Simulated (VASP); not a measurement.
A run of VASP 6.6.1 is set up as follows.

INCAR

```
PREC = Accurate
ENCUT = 500
EDIFF = 1E-8
ISMEAR = 0
SIGMA = 0.01
LREAL = False
LASPH = True
NELM = 120
ALGO = Normal
ISIF = 3
LWAVE = False
LCHARG = False
GGA = PS
NBANDS = 16
IBRION = 6
NFREE = 2
POTIM = 0.015
NSW = 1
GGA_COMPAT = False
```

File KPOINTS:

```
regular mesh
0
Gamma
  6 6 6
```

Contents of POSCAR:

```
AgBr
1.0
    0.0000000000      2.7140689236      2.7140689236
    2.7140689236      0.0000000000      2.7140689236
    2.7140689236      2.7140689236      0.0000000000
Ag Br
1 1
Direct
    0.0000000000      0.0000000000      0.0000000000
    0.5000000000      0.5000000000      0.5000000000
```

Potentials or basis: VASP PAW PBE potentials, release 64 (Ag, Br).

Launch:

```console
$ cat potpaw_PBE.64/Ag/POTCAR potpaw_PBE.64/Br/POTCAR > POTCAR
$ mpirun -np 1 vasp_std > vasp.out
```

Task: What does it give for the elastic constants C11, C12, C44?

Result: 162, 57, 2 GPa.

Task: Estimate the Voigt bulk modulus.

Result: 92 GPa.

Task: Estimate the highest phonon frequency at Γ, LO-TO splitting left out.

Result: 134 cm⁻¹.

Clamped-ion elastic tensor (GPa):
```
162  57  57   0   0   0
 57 162  57   0   0   0
 57  57 162   0   0   0
  0   0   0   2   0   0
  0   0   0   0   2   0
  0   0   0   0   0   2
```

Caveat: the cell is under stress, which shifts elastic constants; the PAW data sets were made with another functional, which shifts forces and pressure a little.
